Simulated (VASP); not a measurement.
# TiAl (P-6m2) in VASP: notebook

The runs below take TiAl through single point, with PBEsol.

Everything below comes from runs of VASP 6.6.1. Logs are shortened: lines on timing, memory, paths and dates and some standing lists are left out, and cuts for length are marked.

## (1) The cell of the first run

Symmetry: P-6m2, No. 187, hexagonal system. Conventional cell: a = 3.027 Å, b = 3.027 Å, c = 4.198 Å, α = 90.00°, β = 90.00°, γ = 120.00°. Ti (site symmetry -6m2) has 6 Al at 2.73 Å and 6 Ti at 3.03 Å within 3.6 Å. Al (site symmetry -6m2) has 6 Ti at 2.73 Å and 6 Al at 3.03 Å within 3.6 Å.

## (2) Single point, PBEsol

The input, INCAR:

```
ALGO     = Fast           # electronic algorithm
EDIFF    = 1E-7           # SCF threshold, eV
ENCUT    = 520            # plane-wave cutoff, eV
GGA      = PS             # functional
ISIF     = 2              # what is computed and relaxed
ISMEAR   = 0              # smearing method
LASPH    = T              # aspherical terms in the spheres
LCHARG   = F              # write CHGCAR
LREAL    = F              # projectors in reciprocal space
LWAVE    = F              # write WAVECAR
NBANDS   = 14             # bands
NELM     = 60             # most SCF steps
PREC     = Accurate       # precision mode
SIGMA    = 0.15           # smearing width, eV
```

The input, KPOINTS:

```
k-points
0
Gamma
  21 21 12
```

The input, POSCAR:

```
TiAl
1.0
    3.0268746698      0.0000000000      0.0000000000
   -1.5134373349      2.6213503582      0.0000000000
    0.0000000000      0.0000000000      4.1977239328
Ti Al
1 1
Direct
    0.0000000000      0.0000000000      0.0000000000
    0.3333333333      0.6666666667      0.5000000000
```

Potentials or basis: VASP PAW PBE potentials, release 64 (Ti_sv, Al).

On the command line:

```console
cat potpaw_PBE.64/Ti_sv/POTCAR potpaw_PBE.64/Al/POTCAR > POTCAR
mpirun -np 1 vasp_std > vasp.out
```

OUTCAR:

```text
EDIFF = 1E-7
   ENCUT = 520
   GGA = PS
   ISIF = 2
   ISMEAR = 0
   LASPH = T
   LREAL = F
   NELM = 60
   PREC = Accurate

 ion  position               nearest neighbor table
   1  0.000  0.000  0.000-   2 2.73   2 2.73   2 2.73   2 2.73   2 2.73   2 2.73
   2  0.333  0.667  0.500-   1 2.73   1 2.73   1 2.73   1 2.73   1 2.73   1 2.73

  LATTYP: Found a hexagonal cell.
 ALAT       =     3.0268746698
 C/A-ratio  =     1.3868178867

  Lattice vectors:

 A1 = (   3.0268746698,   0.0000000000,   0.0000000000)
 A2 = (  -1.5134373349,   2.6213503582,   0.0000000000)
 A3 = (   0.0000000000,   0.0000000000,   4.1977239328)

Analysis of symmetry for initial positions (statically):
=====================================================================
 Subroutine PRICEL returns:
 Original cell was already a primitive cell.

 Routine SETGRP: Setting up the symmetry group for a
 hexagonal supercell.

 Subroutine GETGRP returns: Found 12 space group operations
 (whereof 12 operations were pure point group operations)
 out of a pool of 24 trial point group operations.

The static configuration has the point symmetry D_3h.

Analysis of symmetry for dynamics (positions and initial velocities):
=====================================================================
 Subroutine PRICEL returns:
 Original cell was already a primitive cell.

 Routine SETGRP: Setting up the symmetry group for a
 hexagonal supercell.

 Subroutine GETGRP returns: Found 12 space group operations
 (whereof 12 operations were pure point group operations)
 out of a pool of 24 trial point group operations.

The dynamic configuration has the point symmetry D_3h.

 Subroutine INISYM returns: Found 12 space group operations
 (whereof 12 operations are pure point group operations),
 and found     1 'primitive' translations

----------------------------------------------------------------------------------------

                                     Primitive cell

  volume of cell :      33.3068

  direct lattice vectors                    reciprocal lattice vectors
     3.026874670  0.000000000  0.000000000     0.330373771  0.190741386  0.000000000
    -1.513437335  2.621350358  0.000000000     0.000000000  0.381482772  0.000000000
     0.000000000  0.000000000  4.197723933     0.000000000  0.000000000  0.238224337

[... 85 lines left out ...]
   EDIFFG = 0.1E-05   stopping-criterion for IOM
   NSW    =      0    number of steps for IOM
   IBRION =     -1    ionic relax: 0-MD 1-quasi-New 2-CG
   NFREE  =      0    steps in history (QN), initial steepest desc. (CG)
   ISIF   =      2    stress and relaxation
   ISYM   =      2    0-nonsym 1-usesym 2-fastsym
   POTIM  = 0.5000    time-step for ionic-motion
   TEBEG  =    0.0;   TEEND  =   0.0 temperature during run
   PSTRESS=    0.0 pullay stress
   NELECT =      15.0000    total number of electrons
   NUPDOWN=      -1.0000    fix difference up-down
   EMIN   =  10.00;   EMAX   =-10.00  energy-range for DOS
   EFERMI =   0.00;   METHOD = LEGACY
   ISMEAR =     0;   SIGMA  =   0.15  broadening in eV -4-tet -1-fermi 0-gaus
   EFERMI_NEDOS =   21; number of points for ismear=-14 and -15
   IALGO  =     68    algorithm
   IMIX   =      4    mixing-type and parameters
     AMIX     =   0.40;   BMIX     =  1.00
     AMIX_MAG =   1.60;   BMIX_MAG =  1.00
  volume/ion in A,a.u.               =      16.65       112.38
  Fermi-wavevector in a.u.,A,eV,Ry     =   1.254857  2.371335 21.424622  1.574665
  Thomas-Fermi vector in A             =   2.388641
   LORBIT       =      0    0 simple, 1 ext, 2 COOP (PROOUT), +10 PAW based schemes
   GGA     = PS    functional components
   LHFCALC =     F    Hartree Fock is set to
   AEXX    =    0.0000 exact exchange contribution
   IVDW    =     0    specifies the selected vdW correction
   LEPSILON=     F    determine dielectric tensor
   LRPA    =     F    only Hartree local field effects (RPA)
 non-spin polarized calculation
 RMM-DIIS sequential band-by-band and
 Gauss-broadening in eV      SIGMA  =   0.15
  energy-cutoff  :      520.00
  volume of cell :       33.31
 maximum number of plane-waves:       919
 NGX is ok and might be reduce to    24

 number of electron      14.9999997 magnetization

 Free energy of the ion-electron system (eV)
  ---------------------------------------------------
  ext. energy  EPLUGINS =         0.00000000
  ---------------------------------------------------
  free energy    TOTEN  =       -12.74703696 eV

  energy without entropy =      -12.71498501  energy(sigma->0) =      -12.73101098

 E-fermi :   7.6782     XC(G=0): -11.0282

 val. band max:        7.6781476216   @ k =   0.3333   0.2857   0.4167
 cond. band min:       7.6782926378   @ k =   0.1905   0.0476   0.2500
 fundamental gap:      0.0001450163
 Fermi energy:         7.6781561617

 k-point     1 :       0.0000    0.0000    0.0000
  band No.  band energies     occupation
      1     -48.6712      2.00000
      2     -25.1045      2.00000
      3     -24.8010      2.00000
      4     -24.8010      2.00000
      5      -0.9543      2.00000
      6       5.9453      2.00000
      7       7.3130      1.99942
      8       8.7616      0.00000
      9       8.7616      0.00000
     10       9.9557      0.00000
     11       9.9557      0.00000
     12      13.4817      0.00000
     13      18.7975      0.00000
     14      18.7975      0.00000
[... 377 lines left out ...]
      1     -48.6453      2.00000
      2     -25.0757      2.00000
      3     -24.9769      2.00000
      4     -24.8508      2.00000
      5       0.4425      2.00000
      6       6.7581      2.00000
      7       6.8326      2.00000
      8       7.6695      1.06475
      9       9.5339      0.00000
     10       9.7065      0.00000
     11      11.3941      0.00000
     12      12.8078      0.00000
     13      13.9183      0.00000
     14      14.7182      0.00000

 [... further k-points ...]
[... 5 lines left out ...]
  --------------------------------------------------------------------------------------
  -------------------------------------------------------------------------------------
  Total       -1.1387663     -1.1387663      2.5135095      0.0000000      0.0000000      0.0000000
  in kB      -54.7787126    -54.7787126    120.9087490      0.0000000      0.0000000      0.0000000
  external PRESSURE =       3.7837746 kB  Pullay stress =       0.0000000 kB

 VOLUME and BASIS-vectors are now :
 -----------------------------------------------------------------------------
  energy-cutoff  :      520.00
  volume of cell :       33.31
      direct lattice vectors                 reciprocal lattice vectors
     3.026874670  0.000000000  0.000000000     0.330373771  0.190741386  0.000000000
    -1.513437335  2.621350358  0.000000000     0.000000000  0.381482772  0.000000000
     0.000000000  0.000000000  4.197723933     0.000000000  0.000000000  0.238224337

 POSITION                                       TOTAL-FORCE (eV/Angst)
 -----------------------------------------------------------------------------------
      0.00000      0.00000      0.00000        -0.000000      0.000000      0.000000
     -0.00000      1.74757      2.09886         0.000000     -0.000000      0.000000
 -----------------------------------------------------------------------------------
    total drift:                                0.000000     -0.000000      0.000000

  FREE ENERGIE OF THE ION-ELECTRON SYSTEM (eV)
  ---------------------------------------------------
  free  energy   TOTEN  =       -12.7470369618 eV

  energy  without entropy=      -12.7149850066  energy(sigma->0) =      -12.73101098
```

OSZICAR:

```text
N       E                     dE             d eps       ncg     rms          rms(c)
DAV:   1     0.990076916089E+02    0.99008E+02   -0.71278E+03  9420   0.108E+03
DAV:   2    -0.886795719785E+01   -0.10788E+03   -0.10374E+03  9768   0.296E+02
DAV:   3    -0.144742731469E+02   -0.56063E+01   -0.54928E+01 14196   0.656E+01
[... 21 lines left out ...]
RMM:  25    -0.127470364217E+02    0.13325E-06   -0.10396E-05 14326   0.282E-02    0.125E-02
RMM:  26    -0.127470366295E+02   -0.20773E-06   -0.51507E-06 13891   0.161E-02    0.525E-03
RMM:  27    -0.127470367640E+02   -0.13456E-06   -0.24427E-06 11868   0.940E-03    0.212E-03
RMM:  28    -0.127470368803E+02   -0.11630E-06   -0.17577E-06 10675   0.676E-03    0.501E-04
RMM:  29    -0.127470369618E+02   -0.81497E-07   -0.98395E-07  9220   0.457E-03
   1 F= -.12747037E+02 E0= -.12731011E+02  d E =-.320520E-01
```

Run time: 4 min. Hardware: 1 thread of Intel Xeon Platinum 8259CL at 2.50GHz (Skylake/Cascade Lake), shared host; peak memory 0.28 GiB.

What came out:

* Free energy: -12.7470 eV
* Pressure: 0.4 GPa

Levels at points of the mesh, in eV from the Fermi level:
```csv
k point,band 5,band 6,band 7,band 8,band 9,band 10,band 11,band 12
"(0.00, 0.00, 0.00)",-8.63,-1.73,-0.37,1.08,1.08,2.28,2.28,5.80
"(0.00, 0.00, 0.50)",-7.25,-4.95,0.43,1.14,1.14,2.04,2.04,9.29
```

Caveat: the PAW data sets were made with another functional, which shifts forces and pressure a little.

## (3) Single point, PBEsol

This run uses another cell than the first one, of the same volume but with other edges.

The input, INCAR:

```
SYSTEM = TiAl
ALGO = Fast ; EDIFF = 1E-6
ENCUT = 520 ; GGA = PS
ISIF = 2 ; ISMEAR = 0
LASPH = .TRUE. ; LCHARG = .FALSE.
LREAL = .FALSE. ; LWAVE = .FALSE.
NBANDS = 14 ; NELM = 100
PREC = Accurate ; SIGMA = 0.15
```

The input, KPOINTS:

```
k-points
0
G
  21 21 12
  0 0 0
```

The input, POSCAR:

```
TiAl
1.0
    2.6981970652      0.0000000000      0.0000000000
   -1.3490985326      2.3367072029      0.0000000000
    0.0000000000      0.0000000000      5.2826935789
Ti Al
1 1
Direct
    0.0000000000      0.0000000000      0.0000000000
    0.3333333333      0.6666666667      0.5000000000
```

Potentials or basis: VASP PAW PBE potentials, release 64 (Ti_sv, Al).

On the command line:

```console
cat potpaw_PBE.64/Ti_sv/POTCAR potpaw_PBE.64/Al/POTCAR > POTCAR
mpirun -np 1 vasp_std > vasp.out
```

It took 3.8 min on 1 thread of Intel Xeon Platinum 8259CL at 2.50GHz (Skylake/Cascade Lake), shared host; peak memory 0.27 GiB.

Results (log left out):

* Free energy: -12.5282 eV
* Pressure: -0.9 GPa

Stress tensor (GPa, compression positive):
```
  9.62   0.00   0.00
  0.00   9.62   0.00
  0.00   0.00 -22.05
```

Levels at points of the mesh, in eV from the Fermi level:
```
           k point  band 3  band 4  band 5  band 6  band 7  band 8  band 9  band 10  band 11  band 12
(0.00, 0.00, 0.00)  -32.18  -32.18   -9.49   -3.25   -3.19    1.20    1.20     1.70     3.13     3.13
(0.00, 0.00, 0.50)  -32.18  -32.18   -9.01   -5.71   -1.55    1.20    1.20     3.11     3.11     3.78
```

Caveat: the PAW data sets were made with another functional, which shifts forces and pressure a little.
